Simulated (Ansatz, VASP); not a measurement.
## One calculation of Te, two programs

INCAR

```
SYSTEM = Te
PREC = Accurate ; ENCUT = 520
EDIFF = 1E-6 ; ISMEAR = -1
SIGMA = 0.1 ; LREAL = .False.
LASPH = .True. ; NELM = 80
ALGO = Normal ; ISIF = 2
LWAVE = .False. ; LCHARG = .False.
GGA = RE ; NBANDS = 13
```

The input KPOINTS:

```
Automatic mesh
0
Gamma
  9 9 9
  0 0 0
```

POSCAR

```
Te
1.0
    0.0000000000      3.6748365270      3.6748365270
    3.6748365270      0.0000000000      3.6748365270
    3.6748365270      3.6748365270      0.0000000000
Te
2
Direct
    0.1250000000      0.1250000000      0.1250000000
    0.8750000000      0.8750000000      0.8750000000
```

Input for Ansatz:

```yaml
crystal:
  lattice:
    - [0.0, 3.674836527, 3.674836527]
    - [3.674836527, 0.0, 3.674836527]
    - [3.674836527, 3.674836527, 0.0]
  atoms:
    - { symbol: Te, position: [0.125, 0.125, 0.125] }
    - { symbol: Te, position: [0.875, 0.875, 0.875] }
hamiltonian:
  xc: revpbe
  pseudopotentials:
    kind: paw
    azcp:
      Te: "pseudopotentials/Te.paw.azcp"
basis:
  ecutwfc: 420
  fft_grid_basis: typed
kpoints:
  mp_grid: { grid: [9, 9, 9], shift: [0, 0, 0] }
magnetization:
  spin_polarized: false
scf:
  occupations: { method: fermi_dirac, width: 0.1 }
  lower_state_search: "off"
output:
  stress: true
```

Alike in both runs: task single point; functional revPBE; k mesh 9 × 9 × 9; occupations fermi-dirac, width 0.1 eV; no spin polarisation.

```csv
,VASP,Ansatz
version,VASP 6.6.1,Ansatz 0.2.0
potentials or method,"VASP PAW PBE potentials, release 64 (Te), cutoff 520 eV","plane waves (420 eV) with PAW, scalar-relativistic"
valence electrons in the cell,12,32
```

|  | VASP | Ansatz | Ansatz less VASP |
| --- | --- | --- | --- |
| pressure (GPa) | -0.9 | -0.9 | +0.03 |

VASP's potentials were made for PBE, not for revPBE. With one functional, cell and mesh, what is left measures potentials, basis and numerics. VASP's potentials hold 12 valence electrons a cell and Ansatz's 32, so a difference there can come from the potentials and not from the codes.

Neither program's run includes spin-orbit coupling.
